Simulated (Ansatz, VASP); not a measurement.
One calculation of Al3Cu, two programs

The input INCAR:

```
SYSTEM = Al3Cu
ALGO = Fast
EDIFF = 1E-6
ENCUT = 520
ISIF = 2
ISMEAR = 0
LASPH = .TRUE.
LCHARG = .FALSE.
LREAL = .FALSE.
LWAVE = .FALSE.
NBANDS = 18
NELM = 100
PREC = Accurate
SIGMA = 0.15
```

The input KPOINTS:

```
k-points
0
G
  10 10 10
  0 0 0
```

File POSCAR:

```
Al3Cu
1.0
    3.4308430493      0.0000000000      0.0000000000
    0.0000000000      4.2789166121      0.0000000000
    0.0000000000      0.0000000000      3.8548798307
Al Cu
3 1
Direct
    0.0000000000      0.5000000000      0.5000000000
    0.5000000000      0.0000000000      0.5000000000
    0.5000000000      0.5000000000      0.0000000000
    0.0000000000      0.0000000000      0.0000000000
```

Input for Ansatz:

```yaml
crystal:
  lattice:
    - [3.4308430493, 0.0, 0.0]
    - [0.0, 4.2789166121, 0.0]
    - [0.0, 0.0, 3.8548798307]
  atoms:
    - { symbol: Al, position: [0.0, 0.5, 0.5] }
    - { symbol: Al, position: [0.5, 0.0, 0.5] }
    - { symbol: Al, position: [0.5, 0.5, 0.0] }
    - { symbol: Cu, position: [0.0, 0.0, 0.0] }
basis:
  ecutwfc: 520.0
kpoints:
  mp_grid: { grid: [10, 10, 10] }
hamiltonian:
  xc: lda
  pseudopotentials: { kind: paw, azcp: { folder: soft_1 } }
scf:
  occupations: { method: gaussian, width: 0.15 }
output:
  forces: true
  stress: true
  eigenvalues: true
```

Change from the starting cell: strain +e along x and -e along y -0.1100, strain +e along z and -e/2 along x and y +0.0000.

Alike in both runs: task single point; functional LDA; k mesh 10 × 10 × 10; occupations gaussian, width 0.15 eV; no spin polarisation.

```csv
,VASP,Ansatz
version,VASP 6.6.1,Ansatz 0.2.0
potentials or method,"VASP PAW LDA potentials, release 64 (Al, Cu), cutoff 520 eV","scalar-relativistic, plane waves, PAW"
valence electrons in the cell,20,28
```

|  | VASP | Ansatz | Ansatz less VASP |
| --- | --- | --- | --- |
| gap on the k mesh at the Fermi level (eV) | none | none | - |
| pressure (GPa) | 3.1 | 3.0 | -0.12 |
| traceless stress, the component that is largest in VASP (GPa) | -8.54 | -8.53 | +0.014 |

Ansatz warns that its potentials were made for another functional, while VASP's fit it. LDA's correlation is that of Perdew and Zunger in VASP and of Perdew and Wang (1992) in Ansatz. A gap of «none» marks a metal or a gap that the smearing closes. VASP's potentials hold 20 valence electrons a cell and Ansatz's 28, so a difference there can come from the potentials and not from the codes.
